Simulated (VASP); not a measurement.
# H3Os (Pm-3m) in VASP: further runs

The runs below take H3Os through single point, relaxation of cell and atoms, with PBE.

Everything below comes from runs of VASP 6.6.1. Logs are shortened: lines on timing, memory, paths and dates and some standing lists are left out, and cuts for length are marked.

## (1) The cell of the first run

It takes space group Pm-3m (No. 221, cubic). Conventional cell: a = 2.854 Å, b = 2.854 Å, c = 2.854 Å, α = 90.00°, β = 90.00°, γ = 90.00°. H (site symmetry 4/mmm) has 8 H at 2.02 Å and 4 Os at 2.02 Å within 2.7 Å. Os (site symmetry m-3m) has 12 H at 2.02 Å within 2.7 Å.

## (2) Single point, PBE

Input file INCAR:

```
  PREC = Accurate
  ENCUT = 520
  EDIFF = 1E-6
  ISMEAR = 0
  SIGMA = 0.1
  LREAL = False
  LASPH = True
  NELM = 60
  ALGO = Normal
  ISIF = 2
  LWAVE = False
  LCHARG = False
  GGA = PE
  NBANDS = 14
```

Input file KPOINTS:

```
regular mesh
0
Gamma
  16 16 16
```

Input file POSCAR:

```
H3Os
1.0
    2.8543605941      0.0000000000      0.0000000000
    0.0000000000      2.8543605941      0.0000000000
    0.0000000000      0.0000000000      2.8543605941
H Os
3 1
Direct
    0.0000000000      0.5000000000      0.5000000000
    0.5000000000      0.0000000000      0.5000000000
    0.5000000000      0.5000000000      0.0000000000
    0.0000000000      0.0000000000      0.0000000000
```

Potentials or basis: VASP PAW PBE potentials, release 64 (H, Os).

The run is started by

```bash
> cat potpaw_PBE.64/H/POTCAR potpaw_PBE.64/Os/POTCAR > POTCAR
> mpirun -np 1 vasp_std > vasp.out
```

OUTCAR:

```text
PREC = Accurate
   ENCUT = 520
   EDIFF = 1E-6
   ISMEAR = 0
   LREAL = False
   LASPH = True
   NELM = 60
   ISIF = 2
   GGA = PE

 ion  position               nearest neighbor table
   1  0.000  0.500  0.500-   4 2.02   4 2.02   4 2.02   4 2.02
   2  0.500  0.000  0.500-   4 2.02   4 2.02   4 2.02   4 2.02
   3  0.500  0.500  0.000-   4 2.02   4 2.02   4 2.02   4 2.02
   4  0.000  0.000  0.000-   1 2.02   2 2.02   3 2.02   1 2.02   2 2.02   1 2.02   3 2.02   1 2.02
                             2 2.02   3 2.02   2 2.02   3 2.02

  LATTYP: Found a simple cubic cell.
 ALAT       =     2.8543605941

  Lattice vectors:

 A1 = (   2.8543605941,   0.0000000000,   0.0000000000)
 A2 = (   0.0000000000,   2.8543605941,   0.0000000000)
 A3 = (   0.0000000000,   0.0000000000,   2.8543605941)

Analysis of symmetry for initial positions (statically):
=====================================================================
 Subroutine PRICEL returns:
 Original cell was already a primitive cell.

 Routine SETGRP: Setting up the symmetry group for a
 simple cubic supercell.

 Subroutine GETGRP returns: Found 48 space group operations
 (whereof 48 operations were pure point group operations)
 out of a pool of 48 trial point group operations.

The static configuration has the point symmetry O_h .

Analysis of symmetry for dynamics (positions and initial velocities):
=====================================================================
 Subroutine PRICEL returns:
 Original cell was already a primitive cell.

 Routine SETGRP: Setting up the symmetry group for a
 simple cubic supercell.

 Subroutine GETGRP returns: Found 48 space group operations
 (whereof 48 operations were pure point group operations)
 out of a pool of 48 trial point group operations.

The dynamic configuration has the point symmetry O_h .

 Subroutine INISYM returns: Found 48 space group operations
 (whereof 48 operations are pure point group operations),
 and found     1 'primitive' translations

----------------------------------------------------------------------------------------

                                     Primitive cell

  volume of cell :      23.2555

  direct lattice vectors                    reciprocal lattice vectors
     2.854360594  0.000000000  0.000000000     0.350341159  0.000000000  0.000000000
     0.000000000  2.854360594  0.000000000     0.000000000  0.350341159  0.000000000
     0.000000000  0.000000000  2.854360594     0.000000000  0.000000000  0.350341159

  length of vectors
     2.854360594  2.854360594  2.854360594     0.350341159  0.350341159  0.350341159

  position of ions in fractional coordinates (direct lattice)
     0.000000000  0.500000000  0.500000000
     0.500000000  0.000000000  0.500000000
     0.500000000  0.500000000  0.000000000
     0.000000000  0.000000000  0.000000000

  ion indices of the primitive-cell ions
   primitive index   ion index
                 1           1
                 2           2
                 3           3
                 4           4

----------------------------------------------------------------------------------------

 KPOINTS: regular mesh

Automatic generation of k-mesh.
 Grid dimensions read from file:
 generate k-points for:   16   16   16

 Generating k-lattice:

  Cartesian coordinates                     Fractional coordinates (reciprocal lattice)
     0.021896322  0.000000000  0.000000000     0.062500000  0.000000000  0.000000000
     0.000000000  0.021896322  0.000000000     0.000000000  0.062500000  0.000000000
     0.000000000  0.000000000  0.021896322     0.000000000  0.000000000  0.062500000

  Length of vectors
     0.021896322  0.021896322  0.021896322

  Shift w.r.t. Gamma in fractional coordinates (k-lattice)
     0.000000000  0.000000000  0.000000000

 Subroutine IBZKPT returns following result:
 ===========================================

 Found    165 irreducible k-points:

 Following reciprocal coordinates:
            Coordinates               Weight
  0.000000  0.000000  0.000000      1.000000
  0.062500  0.000000  0.000000      6.000000
  0.125000  0.000000  0.000000      6.000000
  0.187500  0.000000  0.000000      6.000000
  0.250000  0.000000  0.000000      6.000000
  0.312500  0.000000  0.000000      6.000000
[... 16 lines left out ...]
  0.437500  0.125000  0.000000     24.000000
  0.500000  0.125000  0.000000     12.000000
 [... further k-points ...]
   k-points           NKPTS =    165   k-points in BZ     NKDIM =    165   number of bands    NBANDS=     14
   number of dos      NEDOS =    301   number of ions     NIONS =      4
   total plane-waves  NPLWV =  13824
   dimension x,y,z NGX =    24 NGY =   24 NGZ =   24
   dimension x,y,z NGXF=    48 NGYF=   48 NGZF=   48
   ions per type =               3   1
   NGX,Y,Z   is equivalent  to a cutoff of  13.98, 13.98, 13.98 a.u.
   NGXF,Y,Z  is equivalent  to a cutoff of  27.96, 27.96, 27.96 a.u.
 SYSTEM =  unknown system
   PREC   = accura    normal or accurate (medium, high low for compatibility)
   ISTART =      0    job   : 0-new  1-cont  2-samecut
   ICHARG =      2    charge: 1-file 2-atom 10-const
   ISPIN  =      1    spin polarized calculation?
   LNONCOLLINEAR =      F non collinear calculations
   LSORBIT =      F    spin-orbit coupling
   LASPH  =      T    aspherical Exc in radial PAW
   ENCUT  =  520.0 eV  38.22 Ry    6.18 a.u.   5.31  5.31  5.31*2*pi/ulx,y,z
   NELM   =     60;   NELMIN=  2; NELMDL= -5     # of ELM steps
   EDIFF  = 0.1E-05   stopping-criterion for ELM
   LREAL  =      F    real-space projection
   EDIFFG = 0.1E-04   stopping-criterion for IOM
   NSW    =      0    number of steps for IOM
   IBRION =     -1    ionic relax: 0-MD 1-quasi-New 2-CG
   NFREE  =      0    steps in history (QN), initial steepest desc. (CG)
   ISIF   =      2    stress and relaxation
   ISYM   =      2    0-nonsym 1-usesym 2-fastsym
   POTIM  = 0.5000    time-step for ionic-motion
   TEBEG  =    0.0;   TEEND  =   0.0 temperature during run
   PSTRESS=    0.0 pullay stress
   NELECT =      11.0000    total number of electrons
   NUPDOWN=      -1.0000    fix difference up-down
   EMIN   =  10.00;   EMAX   =-10.00  energy-range for DOS
   EFERMI =   0.00;   METHOD = LEGACY
   ISMEAR =     0;   SIGMA  =   0.10  broadening in eV -4-tet -1-fermi 0-gaus
   EFERMI_NEDOS =   21; number of points for ismear=-14 and -15
   IALGO  =     38    algorithm
   IMIX   =      4    mixing-type and parameters
     AMIX     =   0.40;   BMIX     =  1.00
     AMIX_MAG =   1.60;   BMIX_MAG =  1.00
  volume/ion in A,a.u.               =       5.81        39.23
  Fermi-wavevector in a.u.,A,eV,Ry     =   1.275548  2.410437 22.136996  1.627023
  Thomas-Fermi vector in A             =   2.408254
   LORBIT       =      0    0 simple, 1 ext, 2 COOP (PROOUT), +10 PAW based schemes
   GGA     = PE    functional components
   LHFCALC =     F    Hartree Fock is set to
   AEXX    =    0.0000 exact exchange contribution
   IVDW    =     0    specifies the selected vdW correction
   LEPSILON=     F    determine dielectric tensor
   LRPA    =     F    only Hartree local field effects (RPA)
 non-spin polarized calculation
 Gauss-broadening in eV      SIGMA  =   0.10
  energy-cutoff  :      520.00
  volume of cell :       23.26
 maximum number of plane-waves:       647
 NGX is ok and might be reduce to    24
   NGX = 11   NGY = 11   NGZ = 11

 number of electron      10.9999999 magnetization

 Free energy of the ion-electron system (eV)
  ---------------------------------------------------
  ext. energy  EPLUGINS =         0.00000000
  ---------------------------------------------------
  free energy    TOTEN  =       -19.47915813 eV

  energy without entropy =      -19.47347277  energy(sigma->0) =      -19.47631545

 E-fermi :   6.5682     XC(G=0): -12.6755

 val. band max:        6.5498246473   @ k =   0.5000   0.1875   0.0000
 cond. band min:       6.5789592672   @ k =   0.1250   0.1250   0.0000
 fundamental gap:      0.0291346199
 Fermi energy:         6.5682099849

 k-point     1 :       0.0000    0.0000    0.0000
  band No.  band energies     occupation
      1      -6.9140      2.00000
      2       0.1258      2.00000
      3       0.1258      2.00000
      4       7.1129      0.00000
      5       7.1129      0.00000
      6       7.1129      0.00000
      7      12.7662      0.00000
      8      12.7662      0.00000
      9      15.4519      0.00000
     10      15.4519      0.00000
     11      15.4519      0.00000
     12      19.3750      0.00000
     13      27.0759      0.00000
     14      27.0759      0.00000

 k-point     2 :       0.0625    0.0000    0.0000
  band No.  band energies     occupation
      1      -6.8262      2.00000
      2       0.1544      2.00000
      3       0.1784      2.00000
      4       6.9818      0.00000
      5       6.9818      0.00000
      6       7.1214      0.00000
      7      12.3167      0.00000
      8      12.5399      0.00000
      9      15.4905      0.00000
     10      15.6531      0.00000
     11      15.6531      0.00000
     12      20.0193      0.00000
     13      27.1690      0.00000
     14      27.1692      0.00000
[... 343 lines left out ...]
      1      -3.0539      2.00000
      2      -1.2895      2.00000
      3       2.2027      2.00000
      4       3.8902      2.00000
      5       4.8024      2.00000
      6       6.9354      0.00000
      7       8.9006      0.00000
      8       9.4075      0.00000
      9      15.2456      0.00000
     10      20.4140      0.00000
     11      21.4961      0.00000
     12      22.5221      0.00000
     13      25.5208      0.00000
     14      26.5712      0.00000

 k-point    24 :       0.5000    0.1250    0.0000
  band No.  band energies     occupation
      1      -2.4305      2.00000
      2      -1.8966      2.00000
      3       2.3827      2.00000
      4       3.7381      2.00000
      5       4.7327      2.00000
      6       6.9464      0.00000
      7       8.8290      0.00000
      8       9.3864      0.00000
      9      15.4314      0.00000
     10      19.9270      0.00000
     11      21.8732      0.00000
     12      22.8544      0.00000
     13      25.1185      0.00000
     14      26.2400      0.00000

 [... further k-points ...]

------------------------ aborting loop because EDIFF is reached ----------------------------------------

  FORCE on cell =-STRESS in cart. coord.  units (eV):
  Direction    XX          YY          ZZ          XY          YZ          ZX
  --------------------------------------------------------------------------------------
  -------------------------------------------------------------------------------------
  Total        0.0681341      0.0681341      0.0681341      0.0000000      0.0000000     -0.0000000
  in kB        4.6940594      4.6940594      4.6940594      0.0000000      0.0000000     -0.0000000
  external PRESSURE =       4.6940594 kB  Pullay stress =       0.0000000 kB

 VOLUME and BASIS-vectors are now :
 -----------------------------------------------------------------------------
  energy-cutoff  :      520.00
  volume of cell :       23.26
      direct lattice vectors                 reciprocal lattice vectors
     2.854360594  0.000000000  0.000000000     0.350341159  0.000000000  0.000000000
     0.000000000  2.854360594  0.000000000     0.000000000  0.350341159  0.000000000
     0.000000000  0.000000000  2.854360594     0.000000000  0.000000000  0.350341159

 POSITION                                       TOTAL-FORCE (eV/Angst)
 -----------------------------------------------------------------------------------
      0.00000      1.42718      1.42718         0.000000      0.000000      0.000000
      1.42718      0.00000      1.42718         0.000000      0.000000      0.000000
      1.42718      1.42718      0.00000         0.000000      0.000000      0.000000
      0.00000      0.00000      0.00000         0.000000      0.000000      0.000000
 -----------------------------------------------------------------------------------
    total drift:                                0.000000      0.000000     -0.000000

  FREE ENERGIE OF THE ION-ELECTRON SYSTEM (eV)
  ---------------------------------------------------
  free  energy   TOTEN  =       -19.4791581267 eV

  energy  without entropy=      -19.4734727680  energy(sigma->0) =      -19.47631545
```

Wall time 18 s (1 thread of Intel Xeon Platinum 8488C (Sapphire Rapids), shared host); peak memory 0.18 GiB.

Results:

```
Free energy : -19.4792 eV
Pressure    : 0.5 GPa
```

Levels at points of the mesh, in eV from the Fermi level:
```tsv
k point	band 2	band 3	band 4	band 5	band 6	band 7	band 8	band 9	band 10	band 11
(0.00, 0.00, 0.00)	-6.44	-6.44	0.54	0.54	0.54	6.20	6.20	8.88	8.88	8.88
(0.50, 0.00, 0.00)	-8.42	-4.44	-1.91	-1.91	0.77	0.93	2.89	10.82	14.14	14.29
(0.50, 0.50, 0.00)	-4.72	-4.65	-4.65	-1.40	-1.40	2.15	6.16	6.94	12.67	12.67
(0.50, 0.50, 0.50)	-7.85	-7.85	2.33	2.33	4.24	5.16	5.16	5.16	7.67	7.67
```

Caveat: spin-orbit coupling is left out, which moves the levels of the heavy elements.

## (3) Relaxation of cell and atoms, PBE

This run uses another cell than the first one, of 5.83 Å³/atom, 1.002 times its volume.

Input file INCAR:

```
PREC = Accurate
ENCUT = 600
EDIFF = 1E-6
ISMEAR = 0
SIGMA = 0.1
LREAL = F
LASPH = T
NELM = 100
ALGO = Normal
ISIF = 3
LWAVE = F
LCHARG = F
GGA = PE
IBRION = 2
NSW = 100
EDIFFG = -0.01
```

KPOINTS is that of step 2.

Input file POSCAR:

```
H3Os
1.0
    2.8565288468      0.0000000000      0.0000000000
    0.0000000000      2.8565288468      0.0000000000
    0.0000000000      0.0000000000      2.8565288468
H Os
3 1
Direct
    0.0000000000      0.5000000000      0.5000000000
    0.5000000000      0.0000000000      0.5000000000
    0.5000000000      0.5000000000      0.0000000000
    0.0000000000      0.0000000000      0.0000000000
```

Potentials or basis: VASP PAW PBE potentials, release 64 (H, Os).

The run is started by

```bash
> cat potpaw_PBE.64/H/POTCAR potpaw_PBE.64/Os/POTCAR > POTCAR
> mpirun -np 1 vasp_std > vasp.out
```

It took 14 s on 1 thread of Intel Xeon Platinum 8488C (Sapphire Rapids), shared host; peak memory 0.18 GiB.

Results (log left out):

| Quantity | Value |
| --- | --- |
| Free energy | -19.4817 eV |
| Pressure after relaxing | 0.1 GPa |

Final structure:
```
H Os
1.0
     2.85653    0.00000    0.00000
     0.00000    2.85653    0.00000
     0.00000    0.00000    2.85653
H Os
3 1
Direct
  0.00000 0.50000 0.50000
  0.50000 0.00000 0.50000
  0.50000 0.50000 0.00000
  0.00000 0.00000 0.00000
```

Levels at points of the mesh, in eV from the Fermi level:
```
           k point  band 3  band 4  band 5  band 6  band 7  band 8  band 9
(0.00, 0.00, 0.00)   -6.42    0.54    0.54    0.54    6.18    6.18    8.88
(0.50, 0.00, 0.00)   -4.42   -1.90   -1.90    0.77    0.94    2.88   10.80
(0.50, 0.50, 0.00)   -4.64   -4.64   -1.39   -1.39    2.14    6.14    6.92
(0.50, 0.50, 0.50)   -7.83    2.32    2.32    4.25    5.15    5.15    5.15
```

Caveat: the relaxation stopped at its first step, so nothing moved; spin-orbit coupling is left out, which moves the levels of the heavy elements.
